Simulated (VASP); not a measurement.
# Cs (Fm-3m) in VASP: settings compared, part 2 of 2

VASP 6.6.1. Earlier steps stand in the parts before.

### 5 Single point, PBEsol

This run uses another cell than the first one, of 24.65 Å³/atom, 0.200 times its volume.

INCAR

```
SYSTEM = Cs
PREC = Accurate
ENCUT = 520
EDIFF = 1E-7
ISMEAR = -1
SIGMA = 0.05
LREAL = .False.
LASPH = .True.
NELM = 100
ALGO = Normal
ISIF = 2
LWAVE = .False.
LCHARG = .False.
GGA = PS
NBANDS = 10
```

KPOINTS

```
Automatic mesh
0
Gamma
  6 6 6
  0 0 0
```

POSCAR

```
Cs
1.0
    0.0000000000      2.3099522356      2.3099522356
    2.3099522356      0.0000000000      2.3099522356
    2.3099522356      2.3099522356      0.0000000000
Cs
1
Direct
    0.0000000000      0.0000000000      0.0000000000
```

Potentials or basis: VASP PAW PBE potentials, release 64 (Cs_sv).

Started as:

```
cat potpaw_PBE.64/Cs_sv/POTCAR > POTCAR
mpirun -np 1 vasp_std > vasp.out
```

OUTCAR:

```text
SYSTEM = Cs
   PREC = Accurate
   ENCUT = 520
   EDIFF = 1E-7
   ISMEAR = -1
   LREAL = .False.
   LASPH = .True.
   NELM = 100
   ISIF = 2
   GGA = PS

 ion  position               nearest neighbor table
   1  0.000  0.000  0.000-

  LATTYP: Found a face centered cubic cell.
 ALAT       =     4.6199044712

  Lattice vectors:

 A1 = (   0.0000000000,   2.3099522356,   2.3099522356)
 A2 = (   2.3099522356,   0.0000000000,   2.3099522356)
 A3 = (   2.3099522356,   2.3099522356,   0.0000000000)

Analysis of symmetry for initial positions (statically):
=====================================================================
 Subroutine PRICEL returns:
 Original cell was already a primitive cell.

 Routine SETGRP: Setting up the symmetry group for a
 face centered cubic supercell.

 Subroutine GETGRP returns: Found 48 space group operations
 (whereof 48 operations were pure point group operations)
 out of a pool of 48 trial point group operations.

The static configuration has the point symmetry O_h .

Analysis of symmetry for dynamics (positions and initial velocities):
=====================================================================
 Subroutine PRICEL returns:
 Original cell was already a primitive cell.

 Routine SETGRP: Setting up the symmetry group for a
 face centered cubic supercell.

 Subroutine GETGRP returns: Found 48 space group operations
 (whereof 48 operations were pure point group operations)
 out of a pool of 48 trial point group operations.

The dynamic configuration has the point symmetry O_h .

 Subroutine INISYM returns: Found 48 space group operations
 (whereof 48 operations are pure point group operations),
 and found     1 'primitive' translations

----------------------------------------------------------------------------------------

                                     Primitive cell

  volume of cell :      24.6513

  direct lattice vectors                    reciprocal lattice vectors
     0.000000000  2.309952236  2.309952236    -0.216454692  0.216454692  0.216454692
     2.309952236  0.000000000  2.309952236     0.216454692 -0.216454692  0.216454692
     2.309952236  2.309952236  0.000000000     0.216454692  0.216454692 -0.216454692

  length of vectors
     3.266765780  3.266765780  3.266765780     0.374910524  0.374910524  0.374910524

  position of ions in fractional coordinates (direct lattice)
     0.000000000  0.000000000  0.000000000

  ion indices of the primitive-cell ions
   primitive index   ion index
                 1           1

----------------------------------------------------------------------------------------

 KPOINTS: Automatic mesh

Automatic generation of k-mesh.
 Grid dimensions read from file:
 generate k-points for:    6    6    6

 Generating k-lattice:

  Cartesian coordinates                     Fractional coordinates (reciprocal lattice)
    -0.036075782  0.036075782  0.036075782     0.166666667  0.000000000  0.000000000
     0.036075782 -0.036075782  0.036075782     0.000000000  0.166666667  0.000000000
     0.036075782  0.036075782 -0.036075782     0.000000000  0.000000000  0.166666667

  Length of vectors
     0.062485087  0.062485087  0.062485087

  Shift w.r.t. Gamma in fractional coordinates (k-lattice)
     0.000000000  0.000000000  0.000000000

 Subroutine IBZKPT returns following result:
 ===========================================

 Found     16 irreducible k-points:

 Following reciprocal coordinates:
            Coordinates               Weight
  0.000000  0.000000  0.000000      1.000000
  0.166667  0.000000  0.000000      8.000000
  0.333333  0.000000  0.000000      8.000000
  0.500000  0.000000  0.000000      4.000000
  0.166667  0.166667  0.000000      6.000000
  0.333333  0.166667  0.000000     24.000000
[... 8 lines left out ...]
 -0.333333  0.333333  0.166667     24.000000
 -0.333333  0.500000  0.166667     12.000000
   k-points           NKPTS =     16   k-points in BZ     NKDIM =     16   number of bands    NBANDS=     10
   number of dos      NEDOS =    301   number of ions     NIONS =      1
   total plane-waves  NPLWV =  13824
   dimension x,y,z NGX =    24 NGY =   24 NGZ =   24
   dimension x,y,z NGXF=    48 NGYF=   48 NGZF=   48
   ions per type =               1
   NGX,Y,Z   is equivalent  to a cutoff of  12.21, 12.21, 12.21 a.u.
   NGXF,Y,Z  is equivalent  to a cutoff of  24.43, 24.43, 24.43 a.u.
 SYSTEM =  Cs
   PREC   = accura    normal or accurate (medium, high low for compatibility)
   ISTART =      0    job   : 0-new  1-cont  2-samecut
   ICHARG =      2    charge: 1-file 2-atom 10-const
   ISPIN  =      1    spin polarized calculation?
   LNONCOLLINEAR =      F non collinear calculations
   LSORBIT =      F    spin-orbit coupling
   LASPH  =      T    aspherical Exc in radial PAW
   ENCUT  =  520.0 eV  38.22 Ry    6.18 a.u.   6.07  6.07  6.07*2*pi/ulx,y,z
   NELM   =    100;   NELMIN=  2; NELMDL= -5     # of ELM steps
   EDIFF  = 0.1E-06   stopping-criterion for ELM
   LREAL  =      F    real-space projection
   EDIFFG = 0.1E-05   stopping-criterion for IOM
   NSW    =      0    number of steps for IOM
   IBRION =     -1    ionic relax: 0-MD 1-quasi-New 2-CG
   NFREE  =      0    steps in history (QN), initial steepest desc. (CG)
   ISIF   =      2    stress and relaxation
   ISYM   =      2    0-nonsym 1-usesym 2-fastsym
   POTIM  = 0.5000    time-step for ionic-motion
   TEBEG  =    0.0;   TEEND  =   0.0 temperature during run
   PSTRESS=    0.0 pullay stress
   NELECT =       9.0000    total number of electrons
   NUPDOWN=      -1.0000    fix difference up-down
   EMIN   =  10.00;   EMAX   =-10.00  energy-range for DOS
   EFERMI =   0.00;   METHOD = LEGACY
   ISMEAR =    -1;   SIGMA  =   0.05  broadening in eV -4-tet -1-fermi 0-gaus
   EFERMI_NEDOS =   21; number of points for ismear=-14 and -15
   IALGO  =     38    algorithm
   IMIX   =      4    mixing-type and parameters
     AMIX     =   0.40;   BMIX     =  1.00
     AMIX_MAG =   1.60;   BMIX_MAG =  1.00
  volume/ion in A,a.u.               =      24.65       166.35
  Fermi-wavevector in a.u.,A,eV,Ry     =   1.170063  2.211099 18.627029  1.369048
  Thomas-Fermi vector in A             =   2.306527
   LORBIT       =      0    0 simple, 1 ext, 2 COOP (PROOUT), +10 PAW based schemes
   GGA     = PS    functional components
   LHFCALC =     F    Hartree Fock is set to
   AEXX    =    0.0000 exact exchange contribution
   IVDW    =     0    specifies the selected vdW correction
   LEPSILON=     F    determine dielectric tensor
   LRPA    =     F    only Hartree local field effects (RPA)
 non-spin polarized calculation
  energy-cutoff  :      520.00
  volume of cell :       24.65
 maximum number of plane-waves:       680
   NGX = 13   NGY = 13   NGZ = 13

 number of electron       8.9999998 magnetization

 Free energy of the ion-electron system (eV)
  ---------------------------------------------------
  ext. energy  EPLUGINS =         0.00000000
  ---------------------------------------------------
  free energy    TOTEN  =         1.08346579 eV

  energy without entropy =        1.09776599  energy(sigma->0) =        1.09061589

 E-fermi :   8.4277     XC(G=0): -11.4897

 val. band max:        8.3355181811   @ k =   0.5000   0.1667   0.0000
 cond. band min:       8.4545501272   @ k =   0.5000   0.3333   0.0000
 fundamental gap:      0.1190319461
 Fermi energy:         8.4277298071

 k-point     1 :       0.0000    0.0000    0.0000
  band No.  band energies     occupation
      1     -17.6909      2.00000
      2       0.1915      2.00000
      3       0.1915      2.00000
      4       0.1915      2.00000
      5       9.1878      0.00000
      6      11.5517      0.00000
      7      11.5517      0.00000
      8      11.5517      0.00000
      9      15.5085      0.00000
     10      16.3402      0.00000

 k-point     2 :       0.1667    0.0000    0.0000
  band No.  band energies     occupation
      1     -17.3290      2.00000
      2      -1.9156      2.00000
      3      -0.0595      2.00000
      4      -0.0595      2.00000
      5       9.5032      0.00000
      6      11.9713      0.00000
      7      12.1105      0.00000
      8      12.1105      0.00000
      9      15.0820      0.00000
     10      15.0820      0.00000
[... 170 lines left out ...]
 k-point    16 :      -0.3333    0.5000    0.1667
  band No.  band energies     occupation
      1     -15.2234      2.00000
      2      -5.3376      2.00000
      3      -3.6622      2.00000
      4      -2.8815      2.00000
      5       7.7719      2.00000
      6       9.0945      0.00000
      7      14.8128      0.00000
      8      15.2299      0.00000
      9      21.8692      0.00000
     10      22.7077      0.00000

------------------------ aborting loop because EDIFF is reached ----------------------------------------

  FORCE on cell =-STRESS in cart. coord.  units (eV):
  Direction    XX          YY          ZZ          XY          YZ          ZX
  --------------------------------------------------------------------------------------
  -------------------------------------------------------------------------------------
  Total        4.8983400      4.8983400      4.8983400      0.0000000      0.0000000     -0.0000000
  in kB      318.3614770    318.3614770    318.3614770      0.0000000      0.0000000     -0.0000000
  external PRESSURE =     318.3614770 kB  Pullay stress =       0.0000000 kB

 VOLUME and BASIS-vectors are now :
 -----------------------------------------------------------------------------
  energy-cutoff  :      520.00
  volume of cell :       24.65
      direct lattice vectors                 reciprocal lattice vectors
     0.000000000  2.309952236  2.309952236    -0.216454692  0.216454692  0.216454692
     2.309952236  0.000000000  2.309952236     0.216454692 -0.216454692  0.216454692
     2.309952236  2.309952236  0.000000000     0.216454692  0.216454692 -0.216454692

 POSITION                                       TOTAL-FORCE (eV/Angst)
 -----------------------------------------------------------------------------------
      0.00000      0.00000      0.00000         0.000000      0.000000      0.000000
 -----------------------------------------------------------------------------------
    total drift:                                0.000000      0.000000      0.000000

  FREE ENERGIE OF THE ION-ELECTRON SYSTEM (eV)
  ---------------------------------------------------
  free  energy   TOTEN  =         1.0834657885 eV

  energy  without entropy=        1.0977659918  energy(sigma->0) =        1.09061589
```

stdout:

```text
POSCAR found type information on POSCAR Cs
 POSCAR found :  1 types and       1 ions
 scaLAPACK will be used
 -----------------------------------------------------------------------------
|                                                                             |
|                                                                             |
|     You enforced a specific xc type in the INCAR file but a different       |
|     I HOPE YOU KNOW WHAT YOU ARE DOING!                                     |
|                                                                             |
 -----------------------------------------------------------------------------

 LDA part: xc-table for (Slater+PW92), standard interpolation
 POSCAR, INCAR and KPOINTS ok, starting setup
 FFT: planning ... GRIDC
 FFT: planning ... GRID_SOFT
 FFT: planning ... GRID
 WAVECAR not read
 entering main loop
```

Run time: 2.1 s. Hardware: 1 thread of Intel Xeon 6975P-C (Granite Rapids), shared host; peak memory 0.13 GiB.

What came out:

| Quantity | Value |
| --- | --- |
| Free energy | 1.0835 eV |
| Pressure | 31.8 GPa |

Levels at points of the mesh, in eV from the Fermi level:
| k point | band 2 | band 3 | band 4 | band 5 | band 6 | band 7 |
| --- | --- | --- | --- | --- | --- | --- |
| (0.00, 0.00, 0.00) | -8.24 | -8.24 | -8.24 | 0.76 | 3.12 | 3.12 |
| (0.50, 0.00, 0.00) | -14.94 | -9.11 | -9.11 | -0.58 | 2.50 | 2.50 |
| (0.50, 0.50, 0.00) | -14.40 | -10.81 | -10.81 | -2.78 | -2.01 | 12.20 |

Caveat: the k points lie up to 0.39 Å⁻¹ apart; the PAW data sets were made with another functional, which shifts forces and pressure a little; spin-orbit coupling is left out, which moves the levels of the heavy elements.

### 6 Summary

```csv
level,cell,k mesh,smearing,grid for exact exchange (PRECFOCK),gap on the mesh (eV),pressure (GPa)
PBEsol,"a = 5.584 Å, angles 60.0°, 1 atom",6 × 6 × 6,gaussian 0.05 eV,-,none,-0.2
PBE0,"a = 5.584 Å, angles 60.0°, 1 atom",3 × 3 × 3,methfessel-paxton 0.1 eV,Normal,none,-0.1
PBEsol,"a = 3.368 Å, angles 60.0°, 1 atom",6 × 6 × 6,fermi-dirac 0.05 eV,-,none,21.2
PBEsol,"a = 3.267 Å, angles 60.0°, 1 atom",6 × 6 × 6,fermi-dirac 0.05 eV,-,none,31.8
```

Alike in all rows: task single point; potentials or basis VASP PAW PBE potentials, release 64 (Cs_sv); no spin polarisation; cutoff (eV) 520.

Caveats: some runs use coarse meshes; the PAW data sets were made with another functional, which shifts forces and pressure a little; spin-orbit coupling is left out, which moves the levels of the heavy elements.

Absolute energies hang on the potentials; compare differences alone.
